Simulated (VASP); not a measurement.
Input of a VASP 6.6.1 run:

File INCAR:

```
SYSTEM = MnO
ALGO = Normal
EDIFF = 1E-8
ENCUT = 520
GGA = PE
ISIF = 2
ISMEAR = -1
ISPIN = 2
LASPH = .TRUE.
LCHARG = .FALSE.
LEFG = .TRUE.
LMAXMIX = 4
LORBIT = 11
LREAL = .FALSE.
LWAVE = .FALSE.
MAGMOM = 4 0
NBANDS = 20
NELM = 150
PREC = Accurate
SIGMA = 0.05
```

Contents of KPOINTS:

```
k-points
0
G
  16 16 16
  0 0 0
```

File POSCAR:

```
MnO
1.0
    0.0000000000      2.2220000000      2.2220000000
    2.2220000000      0.0000000000      2.2220000000
    2.2220000000      2.2220000000      0.0000000000
Mn O
1 1
Direct
    0.0000000000      0.0000000000      0.0000000000
    0.5000000000      0.5000000000      0.5000000000
```

Potentials or basis: VASP PAW PBE potentials, release 64 (Mn_pv, O).

Run with:

```console
$ cat potpaw_PBE.64/Mn_pv/POTCAR potpaw_PBE.64/O/POTCAR > POTCAR
$ mpirun -np 1 vasp_std > vasp.out
```

Question: Predict the pressure.

Answer: 0.1 GPa.

Question: What does it give for the net moment?

Answer: 4.76 μB per cell.

Question: Predict the site moments.

Answer: Mn +4.33; O +0.20 μB.

Caveat: a cell with one magnetic atom can't hold antiferromagnetic order, which such compounds often take.
